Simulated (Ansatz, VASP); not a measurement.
ZnGe2 in VASP and in Ansatz

File INCAR:

```
SYSTEM = ZnGe2
ALGO     = Normal         ! electronic algorithm
EDIFF    = 1E-7           ! SCF threshold, eV
EDIFFG   = -0.04          ! ionic threshold
ENCUT    = 600            ! plane-wave cutoff, eV
GGA      = PE             ! functional
IBRION   = 2              ! ionic algorithm
ISIF     = 3              ! what is computed and relaxed
ISMEAR   = 0              ! smearing method
LASPH    = .True.         ! aspherical terms in the spheres
LCHARG   = .False.        ! write CHGCAR
LREAL    = .False.        ! projectors in reciprocal space
LWAVE    = .False.        ! write WAVECAR
NELM     = 100            ! most SCF steps
NSW      = 90             ! ionic steps
PREC     = Accurate       ! precision mode
SIGMA    = 0.1            ! smearing width, eV
```

File KPOINTS:

```
k-points
0
Gamma
  4 4 6
  0 0 0
```

POSCAR

```
ZnGe2
1.0
    5.4689907499      0.0000000000      0.0000000000
    0.0000000000      5.4689907499      0.0000000000
    0.0000000000      0.0000000000      3.5225824181
Zn Ge
2 4
Direct
    0.0000000000      0.0000000000      0.0000000000
    0.5000000000      0.5000000000      0.5000000000
    0.3060000000      0.3060000000      0.0000000000
    0.1940000000      0.8060000000      0.5000000000
    0.6940000000      0.6940000000      0.0000000000
    0.8060000000      0.1940000000      0.5000000000
```

Input for Ansatz:

```yaml
crystal:
  lattice:
    - [5.4689907499, 0.0, 0.0]
    - [0.0, 5.4689907499, 0.0]
    - [0.0, 0.0, 3.5225824181]
  atoms:
    - { symbol: Zn, position: [0.0, 0.0, 0.0] }
    - { symbol: Zn, position: [0.5, 0.5, 0.5] }
    - { symbol: Ge, position: [0.306, 0.306, 0.0] }
    - { symbol: Ge, position: [0.194, 0.806, 0.5] }
    - { symbol: Ge, position: [0.694, 0.694, 0.0] }
    - { symbol: Ge, position: [0.806, 0.194, 0.5] }
basis:
  ecutwfc: 420
kpoints:
  mp_grid: { grid: [4, 4, 6] }
hamiltonian:
  xc: pbe
scf:
  occupations: { method: gaussian, width: 0.1 }
  lower_state_search: "off"
output:
  forces: true
  stress: true
  eigenvalues: true
relax:
  adjacent_minimum: "off"
  f_tol: 0.04
  max_steps: 70
  cell: { stress_tol: 0.4 }
```

Alike in both runs: task relaxation of cell and atoms; functional PBE; k mesh 4 × 4 × 6; occupations gaussian, width 0.1 eV; no spin polarisation.

```csv
,VASP,Ansatz
version,VASP 6.6.1,Ansatz 0.2.0
potentials or method,"VASP PAW PBE potentials, release 64 (Zn, Ge_d), cutoff 600 eV","scalar-relativistic, plane waves, PAW"
valence electrons in the cell,80,80
```

|  | VASP | Ansatz | Ansatz less VASP |
| --- | --- | --- | --- |
| gap on the k mesh at the Fermi level, each at its own relaxed structure (eV) | none | none | - |
| relaxed volume (Å³/atom) | 22.10 | 22.05 | -0.055 |
| relaxed cell length with the largest relative difference (Å) | 4.026 | 4.018 | -0.0074 |

A gap of «none» marks a metal or a gap that the smearing closes.

Noted on VASP's run: the volume moved by over 15 % at a fixed basis, so the end points are rough.
